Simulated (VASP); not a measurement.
Write the native input for VASP 6.6.1 that does the following.

* Task: single point
* Functional: PBE
* Potentials or basis: VASP PAW PBE potentials, release 64 (Co)
* Cutoff: 520 eV
* k mesh: 16 × 16 × 5
* Occupations: fermi-dirac, width 0.05 eV
* Spin: collinear spin, ferromagnetic start
* Starting moments: [1.707, 1.707, 1.725, 1.725] μB
* Dipole correction: no
* Further INCAR settings: ALGO = Normal; EDIFF = 1e-06; NBANDS = 30

The structure of Co lies in POSCAR:

```
Co
1.0
    2.5912360617      0.0000000000      0.0000000000
   -1.2956180309      2.2440762566      0.0000000000
    0.0000000000      0.0000000000      8.3928588675
Co
4
Direct
    0.0000000000      1.0000000000      0.0000000000
    1.0000000000      1.0000000000      0.5000000000
    0.3333333333      0.6666666667      0.2500000000
    0.6666666667      0.3333333333      0.7500000000
```

The input as run:

INCAR

```
  ALGO = Normal
  EDIFF = 1E-6
  ENCUT = 520
  GGA = PE
  ISIF = 2
  ISMEAR = -1
  ISPIN = 2
  LASPH = T
  LCHARG = F
  LMAXMIX = 4
  LORBIT = 11
  LREAL = F
  LWAVE = F
  MAGMOM = 1.707 1.707 1.725 1.725
  NBANDS = 30
  NELM = 150
  PREC = Accurate
  SIGMA = 0.05
```

KPOINTS

```
k-points
0
Gamma
  16 16 5
```

Potentials or basis: VASP PAW PBE potentials, release 64 (Co).

The run is started by

```bash
$ cat potpaw_PBE.64/Co/POTCAR > POTCAR
$ mpirun -np 1 vasp_std > vasp.out
```

Results of the run:

| Item | Value |
| --- | --- |
| Pressure | -18.4 GPa |
| Net moment | 6.88 μB per cell |
| Site moments | Co +1.75, +1.77 (each value once) μB |
| Valence electrons inside the program's atomic spheres | Co 8.07, 8.06 (each value once) |

Caveat: the cell stands under tension.

Run time: 3.4 min on 1 thread of Intel(R) Xeon(R) Platinum 8488C (Sapphire Rapids) (shared host), peak memory 0.3 GiB.
